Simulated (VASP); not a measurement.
Wanted: the native input for a VASP 6.6.1 run.

- Task: single point
- Functional: r2SCAN
- Potentials or basis: VASP PAW PBE potentials, release 64 (Ga_d)
- Cutoff: 520 eV
- k mesh: 8 × 8 × 8
- Occupations: gaussian, width 0.1 eV
- Spin: no spin polarisation
- Dipole correction: no
- Further INCAR settings: ALGO = Normal; EDIFF = 1e-07; NBANDS = 48

Crystal: Ga.

```
Ga
1.0
    -2.99370    2.99370    2.99370
     2.99370   -2.99370    2.99370
     2.99370    2.99370   -2.99370
Ga
6
Direct
  0.25000 0.62500 0.37500
  0.37500 0.25000 0.62500
  0.75000 0.87500 0.12500
  0.12500 0.75000 0.87500
  0.62500 0.37500 0.25000
  0.87500 0.12500 0.75000
```

The input as run:

POSCAR

```
Ga
1.0
   -2.9936968135      2.9936968135      2.9936968135
    2.9936968135     -2.9936968135      2.9936968135
    2.9936968135      2.9936968135     -2.9936968135
Ga
6
Direct
    0.2500000000      0.6250000000      0.3750000000
    0.3750000000      0.2500000000      0.6250000000
    0.7500000000      0.8750000000      0.1250000000
    0.1250000000      0.7500000000      0.8750000000
    0.6250000000      0.3750000000      0.2500000000
    0.8750000000      0.1250000000      0.7500000000
```

INCAR.step1

```
ALGO = Normal
EDIFF = 1E-4
ENCUT = 520
GGA = PE
ISMEAR = 0
LASPH = T
LCHARG = F
LREAL = F
LWAVE = T
NBANDS = 48
NELM = 100
PREC = Accurate
SIGMA = 0.1
```

INCAR.step2

```
ALGO = Normal
EDIFF = 1E-7
ENCUT = 520
ISIF = 2
ISMEAR = 0
ISTART = 1
LASPH = T
LCHARG = T
LELF = T
LMIXTAU = T
LREAL = F
LVHAR = T
LWAVE = F
METAGGA = R2SCAN
NBANDS = 48
NELM = 100
PREC = Accurate
SIGMA = 0.1
```

KPOINTS

```
k-points
0
Gamma
  8 8 8
```

Potentials or basis: VASP PAW PBE potentials, release 64 (Ga_d).

Run with:

```bash
$ cat potpaw_PBE.64/Ga_d/POTCAR > POTCAR
$ cp INCAR.step1 INCAR
$ mpirun -np 1 vasp_std > vasp.out
$ cp INCAR.step2 INCAR
$ mpirun -np 1 vasp_std > vasp.out
```

It gave:

```yaml
Pressure: 0.1 GPa
Band_gap_on_the_k_mesh: zero (band 39 reaches 7.86 eV, above the bottom of band 40 at 3.78 eV)
```

Caveat: the PAW data sets were made with another functional, which shifts forces and pressure a little.

Run time: 5.7 min on 1 thread of Intel(R) Xeon(R) Platinum 8488C (Sapphire Rapids) (shared host), peak memory 0.3 GiB.
